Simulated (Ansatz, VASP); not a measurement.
Two plane-wave programs on TeS2F2

```xyz
5
Lattice="4.1465 0.0000 0.0000 0.0000 4.1465 0.0000 0.0000 0.0000 7.2988" Properties=species:S:1:pos:R:3 pbc="T T T"
Te    2.0732    2.0732    0.0000
S     0.0000    0.0000    1.7935
S     0.0000    0.0000    5.5054
F     0.0000    0.0000    3.6494
F     2.0732    2.0732    3.6494
```

Alike in both runs: task single point; functional PBE; k mesh 4 × 4 × 4; occupations gaussian, width 0.1 eV; no spin polarisation.

```csv
,VASP,Ansatz
version,VASP 6.6.1,Ansatz 0.2.0
potentials or method,"VASP PAW PBE potentials, release 64 (Te, S, F), cutoff 520 eV","scalar-relativistic, plane waves, PAW"
valence electrons in the cell,32,42
```

|  | VASP | Ansatz | Ansatz less VASP |
| --- | --- | --- | --- |
| gap on the k mesh at the Fermi level (eV) | none | none | - |
| pressure (GPa) | -8.3 | -8.1 | +0.16 |
| traceless stress, the component that is largest in VASP (GPa) | -1.76 | -1.68 | +0.070 |
| rms of the force components (eV/Å) | 0.578 | 0.589 | +0.0109 |

Atom by atom the forces differ by 0.011 eV/Å (rms over components). A gap of «none» marks a metal or a gap that the smearing closes. With one functional, cell and mesh, what is left measures potentials, basis and numerics. VASP's potentials hold 32 valence electrons a cell and Ansatz's 42, so a difference there can come from the potentials and not from the codes.

The k mesh is coarse, so the values compare programs but aren't converged. Spin-orbit coupling is off throughout.
